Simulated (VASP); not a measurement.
# WSe2 (P6_3/mmc) in VASP: further runs

Runs on WSe2. Level: PBEsol+D3(BJ). Tasks: single point, relaxation of cell and atoms.

Everything below comes from runs of VASP 6.6.1. Logs are shortened: lines on timing, memory, paths and dates and some standing lists are left out, and cuts for length are marked.

**Measured values to compare with.**

“Time-resolved XUV ARPES with tunable 24–33 eV laser pulses at 30 meV resolution”, 2019, pmc:6684652 reports, for a bulk crystal of WSe2: band gap 1.3 eV (indirect).

The runs below are set against these values where they give the same quantity.

### 1 The cell of the first run

Symmetry: P6_3/mmc, No. 194, hexagonal system. Conventional cell: a = 3.230 Å, b = 3.230 Å, c = 12.415 Å, α = 90.00°, β = 90.00°, γ = 120.00°. W (site symmetry -6m2) has 6 Se at 2.51 Å and 6 W at 3.23 Å within 3.3 Å. Se (site symmetry 3m) has 3 W at 2.51 Å and 10 Se at 3.23 to 3.40 Å within 3.5 Å.

### 2 Single point, PBEsol+D3(BJ)

INCAR reads:

```
SYSTEM = WSe2
PREC = Accurate
ENCUT = 520
EDIFF = 1E-6
ISMEAR = 0
SIGMA = 0.02
LREAL = .False.
LASPH = .True.
NELM = 80
ALGO = Normal
ISIF = 2
LWAVE = .False.
LCHARG = .False.
GGA = PS
IVDW = 12
NBANDS = 35
```

KPOINTS reads:

```
regular mesh
0
Gamma
  12 12 2
  0 0 0
```

POSCAR reads:

```
WSe2
1.0
    3.2304557819      0.0000000000      0.0000000000
   -1.6152278909      2.7976567729      0.0000000000
    0.0000000000      0.0000000000     12.4145017028
W Se
2 4
Direct
    0.3333333333      0.6666666667      0.2500000000
    0.6666666667      0.3333333333      0.7500000000
    0.3333333333      0.6666666667      0.6145805872
    0.6666666667      0.3333333333      0.1145805872
    0.3333333333      0.6666666667      0.8854194128
    0.6666666667      0.3333333333      0.3854194128
```

Potentials or basis: VASP PAW PBE potentials, release 64 (W_sv, Se).

Launch:

```bash
$ cat potpaw_PBE.64/W_sv/POTCAR potpaw_PBE.64/Se/POTCAR > POTCAR
$ mpirun -np 1 vasp_std > vasp.out
```

OUTCAR:

```text
SYSTEM = WSe2
   PREC = Accurate
   ENCUT = 520
   EDIFF = 1E-6
   ISMEAR = 0
   LREAL = .False.
   LASPH = .True.
   NELM = 80
   ISIF = 2
   GGA = PS
   IVDW = 12
 IVDW          = 12

 ion  position               nearest neighbor table
   1  0.333  0.667  0.250-   4 2.51   6 2.51   4 2.51   6 2.51   4 2.51   6 2.51
   2  0.667  0.333  0.750-   3 2.51   5 2.51   3 2.51   5 2.51   3 2.51   5 2.51
   3  0.333  0.667  0.615-   2 2.51   2 2.51   2 2.51
   4  0.667  0.333  0.115-   1 2.51   1 2.51   1 2.51
   5  0.333  0.667  0.885-   2 2.51   2 2.51   2 2.51
   6  0.667  0.333  0.385-   1 2.51   1 2.51   1 2.51

  LATTYP: Found a hexagonal cell.
 ALAT       =     3.2304557819
 C/A-ratio  =     3.8429567036

  Lattice vectors:

 A1 = (   3.2304557819,   0.0000000000,   0.0000000000)
 A2 = (  -1.6152278909,   2.7976567729,   0.0000000000)
 A3 = (   0.0000000000,   0.0000000000,  12.4145017028)

Analysis of symmetry for initial positions (statically):
=====================================================================
 Subroutine PRICEL returns:
 Original cell was already a primitive cell.

 Routine SETGRP: Setting up the symmetry group for a
 hexagonal supercell.

 Subroutine GETGRP returns: Found 24 space group operations
 (whereof 12 operations were pure point group operations)
 out of a pool of 24 trial point group operations.

The static configuration has the point symmetry D_3d.
 The point group associated with its full space group is D_6h.

Analysis of symmetry for dynamics (positions and initial velocities):
=====================================================================
 Subroutine PRICEL returns:
 Original cell was already a primitive cell.

 Routine SETGRP: Setting up the symmetry group for a
 hexagonal supercell.

 Subroutine GETGRP returns: Found 24 space group operations
 (whereof 12 operations were pure point group operations)
 out of a pool of 24 trial point group operations.

The dynamic configuration has the point symmetry D_3d.
 The point group associated with its full space group is D_6h.

 Subroutine INISYM returns: Found 24 space group operations
 (whereof 12 operations are pure point group operations),
 and found     1 'primitive' translations

----------------------------------------------------------------------------------------

                                     Primitive cell

  volume of cell :     112.1986

  direct lattice vectors                    reciprocal lattice vectors
     3.230455782  0.000000000  0.000000000     0.309553842  0.178720994  0.000000000
    -1.615227891  2.797656773  0.000000000     0.000000000  0.357441988  0.000000000
     0.000000000  0.000000000 12.414501703     0.000000000  0.000000000  0.080550958

  length of vectors
     3.230455782  3.230455782 12.414501703     0.357441988  0.357441988  0.080550958

  position of ions in fractional coordinates (direct lattice)
     0.333333333  0.666666667  0.250000000
     0.666666667  0.333333333  0.750000000
     0.333333333  0.666666667  0.614580587
     0.666666667  0.333333333  0.114580587
     0.333333333  0.666666667  0.885419413
     0.666666667  0.333333333  0.385419413

  ion indices of the primitive-cell ions
   primitive index   ion index
                 1           1
                 2           2
                 3           3
                 4           4
                 5           5
                 6           6

----------------------------------------------------------------------------------------

 KPOINTS: regular mesh

Automatic generation of k-mesh.
 Grid dimensions read from file:
 generate k-points for:   12   12    2

 Generating k-lattice:

  Cartesian coordinates                     Fractional coordinates (reciprocal lattice)
     0.025796154  0.014893416  0.000000000     0.083333333  0.000000000  0.000000000
     0.000000000  0.029786832  0.000000000     0.000000000  0.083333333  0.000000000
     0.000000000  0.000000000  0.040275479     0.000000000  0.000000000  0.500000000

  Length of vectors
     0.029786832  0.029786832  0.040275479

  Shift w.r.t. Gamma in fractional coordinates (k-lattice)
     0.000000000  0.000000000  0.000000000

 Subroutine IBZKPT returns following result:
 ===========================================

 Found     38 irreducible k-points:

 Following reciprocal coordinates:
            Coordinates               Weight
  0.000000  0.000000  0.000000      1.000000
  0.083333  0.000000  0.000000      6.000000
  0.166667  0.000000  0.000000      6.000000
  0.250000  0.000000  0.000000      6.000000
  0.333333  0.000000  0.000000      6.000000
  0.416667  0.000000  0.000000      6.000000
[... 16 lines left out ...]
  0.250000  0.000000  0.500000      6.000000
  0.333333  0.000000  0.500000      6.000000
 [... further k-points ...]
   k-points           NKPTS =     38   k-points in BZ     NKDIM =     38   number of bands    NBANDS=     35
   number of dos      NEDOS =    301   number of ions     NIONS =      6
   total plane-waves  NPLWV =  55296
   dimension x,y,z NGX =    24 NGY =   24 NGZ =   96
   dimension x,y,z NGXF=    48 NGYF=   48 NGZF=  192
   ions per type =               2   4
   NGX,Y,Z   is equivalent  to a cutoff of  12.35, 12.35, 12.86 a.u.
   NGXF,Y,Z  is equivalent  to a cutoff of  24.70, 24.70, 25.71 a.u.
 SYSTEM =  WSe2
   PREC   = accura    normal or accurate (medium, high low for compatibility)
   ISTART =      0    job   : 0-new  1-cont  2-samecut
   ICHARG =      2    charge: 1-file 2-atom 10-const
   ISPIN  =      1    spin polarized calculation?
   LNONCOLLINEAR =      F non collinear calculations
   LSORBIT =      F    spin-orbit coupling
   LASPH  =      T    aspherical Exc in radial PAW
   ENCUT  =  520.0 eV  38.22 Ry    6.18 a.u.   6.01  6.01 23.08*2*pi/ulx,y,z
   NELM   =     80;   NELMIN=  2; NELMDL= -5     # of ELM steps
   EDIFF  = 0.1E-05   stopping-criterion for ELM
   LREAL  =      F    real-space projection
   EDIFFG = 0.1E-04   stopping-criterion for IOM
   NSW    =      0    number of steps for IOM
   IBRION =     -1    ionic relax: 0-MD 1-quasi-New 2-CG
   NFREE  =      0    steps in history (QN), initial steepest desc. (CG)
   ISIF   =      2    stress and relaxation
   ISYM   =      2    0-nonsym 1-usesym 2-fastsym
   POTIM  = 0.5000    time-step for ionic-motion
   TEBEG  =    0.0;   TEEND  =   0.0 temperature during run
   PSTRESS=    0.0 pullay stress
   NELECT =      52.0000    total number of electrons
   NUPDOWN=      -1.0000    fix difference up-down
   EMIN   =  10.00;   EMAX   =-10.00  energy-range for DOS
   EFERMI =   0.00;   METHOD = LEGACY
   ISMEAR =     0;   SIGMA  =   0.02  broadening in eV -4-tet -1-fermi 0-gaus
   EFERMI_NEDOS =   21; number of points for ismear=-14 and -15
   IALGO  =     38    algorithm
   IMIX   =      4    mixing-type and parameters
     AMIX     =   0.40;   BMIX     =  1.00
     AMIX_MAG =   1.60;   BMIX_MAG =  1.00
  volume/ion in A,a.u.               =      18.70       126.19
  Fermi-wavevector in a.u.,A,eV,Ry     =   1.266913  2.394118 21.838281  1.605068
  Thomas-Fermi vector in A             =   2.400089
   LORBIT       =      0    0 simple, 1 ext, 2 COOP (PROOUT), +10 PAW based schemes
   GGA     = PS    functional components
   LHFCALC =     F    Hartree Fock is set to
   AEXX    =    0.0000 exact exchange contribution
   IVDW    =    12    specifies the selected vdW correction
   LEPSILON=     F    determine dielectric tensor
   LRPA    =     F    only Hartree local field effects (RPA)
 non-spin polarized calculation
 Gauss-broadening in eV      SIGMA  =   0.02
  energy-cutoff  :      520.00
  volume of cell :      112.20
 maximum number of plane-waves:      3084
   NGX = 13   NGY = 13   NGZ = 47

 number of electron      52.0000015 magnetization

 Free energy of the ion-electron system (eV)
  ---------------------------------------------------
  ext. energy  EPLUGINS =         0.00000000
  ---------------------------------------------------
  free energy    TOTEN  =       -46.43106208 eV

  energy without entropy =      -46.43106208  energy(sigma->0) =      -46.43106208

 E-fermi :   7.4290     XC(G=0): -11.3902

 val. band max:        7.1633767462   @ k =   0.0000   0.0000   0.0000
 cond. band min:       7.8627805887   @ k =   0.1667   0.1667   0.0000
 fundamental gap:      0.6994038425
 Fermi energy:         7.4290044058

 k-point     1 :       0.0000    0.0000    0.0000
  band No.  band energies     occupation
      1     -67.1470      2.00000
      2     -67.1469      2.00000
      3     -31.4449      2.00000
      4     -31.4449      2.00000
      5     -31.2576      2.00000
      6     -31.2576      2.00000
[... 27 lines left out ...]
     34      10.2232      0.00000
     35      11.9096      0.00000

 k-point     2 :       0.0833    0.0000    0.0000
  band No.  band energies     occupation
      1     -67.1461      2.00000
      2     -67.1460      2.00000
      3     -31.4412      2.00000
      4     -31.4411      2.00000
      5     -31.2772      2.00000
      6     -31.2772      2.00000
[... 27 lines left out ...]
     34      10.1444      0.00000
     35      12.5574      0.00000

 k-point     3 :       0.1667    0.0000    0.0000
  band No.  band energies     occupation
      1     -67.1436      2.00000
      2     -67.1435      2.00000
      3     -31.4309      2.00000
      4     -31.4308      2.00000
      5     -31.3302      2.00000
      6     -31.3302      2.00000
[... 27 lines left out ...]
     34      10.6445      0.00000
     35      13.4814      0.00000
[... 723 lines left out ...]
 k-point    23 :       0.2500    0.0000    0.5000
  band No.  band energies     occupation
      1     -67.1401      2.00000
      2     -67.1401      2.00000
      3     -31.4167      2.00000
      4     -31.4167      2.00000
      5     -31.4020      2.00000
      6     -31.4020      2.00000
[... 27 lines left out ...]
     34      10.9037      0.00000
     35      13.4346      0.00000

 k-point    24 :       0.3333    0.0000    0.5000
  band No.  band energies     occupation
      1     -67.1367      2.00000
      2     -67.1367      2.00000
      3     -31.4728      2.00000
      4     -31.4728      2.00000
      5     -31.4026      2.00000
      6     -31.4026      2.00000
[... 27 lines left out ...]
     34      11.1452      0.00000
     35      12.5851      0.00000

 [... further k-points ...]

------------------------ aborting loop because EDIFF is reached ----------------------------------------

 Edisp (eV)   -2.86013

 E8    (eV) :    -1.9240

  FORCE on cell =-STRESS in cart. coord.  units (eV):
  Direction    XX          YY          ZZ          XY          YZ          ZX
  --------------------------------------------------------------------------------------
  -------------------------------------------------------------------------------------
  Total       0.30930     0.30930     0.42648     0.00000    -0.00000     0.00000
  in kB       4.41674     4.41674     6.09003     0.00000    -0.00000     0.00000
  external pressure =        4.97 kB  Pullay stress =        0.00 kB

 VOLUME and BASIS-vectors are now :
 -----------------------------------------------------------------------------
  energy-cutoff  :      520.00
  volume of cell :      112.20
      direct lattice vectors                 reciprocal lattice vectors
     3.230455782  0.000000000  0.000000000     0.309553842  0.178720994  0.000000000
    -1.615227891  2.797656773  0.000000000     0.000000000  0.357441988  0.000000000
     0.000000000  0.000000000 12.414501703     0.000000000  0.000000000  0.080550958

 POSITION                                       TOTAL-FORCE (eV/Angst)
 -----------------------------------------------------------------------------------
     -0.00000      1.86510      3.10363         0.000000     -0.000000      0.000000
      1.61523      0.93255      9.31088         0.000000      0.000000      0.000000
     -0.00000      1.86510      7.62971         0.000000      0.000000     -0.062957
      1.61523      0.93255      1.42246         0.000000     -0.000000     -0.062957
     -0.00000      1.86510     10.99204        -0.000000     -0.000000      0.062957
      1.61523      0.93255      4.78479        -0.000000     -0.000000      0.062957
 -----------------------------------------------------------------------------------
    total drift:                               -0.000000      0.000000     -0.000000

  FREE ENERGIE OF THE ION-ELECTRON SYSTEM (eV)
  ---------------------------------------------------
  free  energy   TOTEN  =       -49.2911952851 eV

  energy  without entropy=      -49.2911952851  energy(sigma->0) =      -49.29119529
```

It took 64 s on 1 thread of AMD EPYC 9R45 (Zen 5), shared host; peak memory 0.27 GiB.

Results:

```yaml
Free_energy: -49.2912 eV
Pressure: 0.5 GPa
Largest_force: 0.063 eV/Å
Band_gap_on_the_k_mesh: 0.70 eV (least direct gap 1.65 eV)
Dispersion_energy_per_atom: -0.477 eV
```

Forces on the atoms (eV/Å):
```
W    0.000  0.000  0.000
W    0.000  0.000  0.000
Se   0.000  0.000 -0.063
Se   0.000  0.000 -0.063
Se   0.000  0.000  0.063
Se   0.000  0.000  0.063
```

Levels at points of the mesh, in eV from the valence-band top:
| k point | band 24 | band 25 | band 26 | band 27 | band 28 | band 29 |
| --- | --- | --- | --- | --- | --- | --- |
| (0.00, 0.00, 0.00) | -1.48 | -0.78 | 0.00 | 2.66 | 2.66 | 2.68 |
| (0.50, 0.00, 0.00) | -1.47 | -1.45 | -1.01 | 2.18 | 2.23 | 2.29 |
| (0.00, 0.00, 0.50) | -1.54 | -0.19 | -0.19 | 2.65 | 2.65 | 2.65 |
| (0.50, 0.00, 0.50) | -1.53 | -1.24 | -1.24 | 2.25 | 2.25 | 2.54 |

Caveat: the PAW data sets were made with another functional, which shifts forces and pressure a little; spin-orbit coupling is left out, which moves the levels of the heavy elements.

### 3 Single point, PBEsol+D3(BJ)

INCAR reads:

```
PREC     = Accurate       # precision mode
ENCUT    = 520            # plane-wave cutoff, eV
EDIFF    = 1E-7           # SCF threshold, eV
ISMEAR   = 0              # smearing method
SIGMA    = 0.05           # smearing width, eV
LREAL    = False          # projectors in reciprocal space
LASPH    = True           # aspherical terms in the spheres
NELM     = 100            # most SCF steps
ALGO     = Normal         # electronic algorithm
ISIF     = 2              # what is computed and relaxed
LWAVE    = False          # write WAVECAR
LCHARG   = True           # write CHGCAR
GGA      = PS             # functional
IVDW     = 12             # dispersion correction
LELF     = True           # ELF
LVHAR    = True         
NBANDS   = 35             # bands
```

KPOINTS reads:

```
regular mesh
0
Gamma
  12 12 4
```

POSCAR is that of step 2.

Potentials or basis: VASP PAW PBE potentials, release 64 (W_sv, Se).

Launch:

```bash
$ cat potpaw_PBE.64/W_sv/POTCAR potpaw_PBE.64/Se/POTCAR > POTCAR
$ mpirun -np 1 vasp_std > vasp.out
```

Run time: 1.7 min. Hardware: 1 thread of AMD EPYC 9R45 (Zen 5), shared host; peak memory 0.32 GiB.

Results (log left out):

```yaml
Free_energy: -49.2921 eV
Pressure: 0.5 GPa
Largest_force: 0.064 eV/Å
Band_gap_on_the_k_mesh: 0.70 eV (least direct gap 1.65 eV)
Dispersion_energy_per_atom: -0.477 eV
```

Forces on the atoms (eV/Å):
```
W    0.000  0.000  0.000
W    0.000  0.000  0.000
Se   0.000  0.000 -0.064
Se   0.000  0.000 -0.064
Se   0.000  0.000  0.064
Se   0.000  0.000  0.064
```

Stress tensor (GPa, compression positive):
```
0.44 0.00 0.00
0.00 0.44 0.00
0.00 0.00 0.59
```

Levels at points of the mesh, in eV from the valence-band top:
```
           k point  band 22  band 23  band 24  band 25  band 26  band 27  band 28  band 29  band 30  band 31
(0.00, 0.00, 0.00)    -1.49    -1.49    -1.48    -0.78     0.00     2.66     2.66     2.68     2.68     2.75
(0.50, 0.00, 0.00)    -2.58    -1.69    -1.47    -1.45    -1.01     2.18     2.23     2.29     2.79     2.84
(0.00, 0.00, 0.50)    -1.54    -1.54    -1.54    -0.19    -0.19     2.65     2.65     2.65     2.65     2.93
(0.50, 0.00, 0.50)    -2.83    -1.53    -1.53    -1.24    -1.24     2.25     2.25     2.54     2.54     3.33
```

Caveat: the PAW data sets were made with another functional, which shifts forces and pressure a little; spin-orbit coupling is left out, which moves the levels of the heavy elements.

(Part 1 of 2 ends here.)
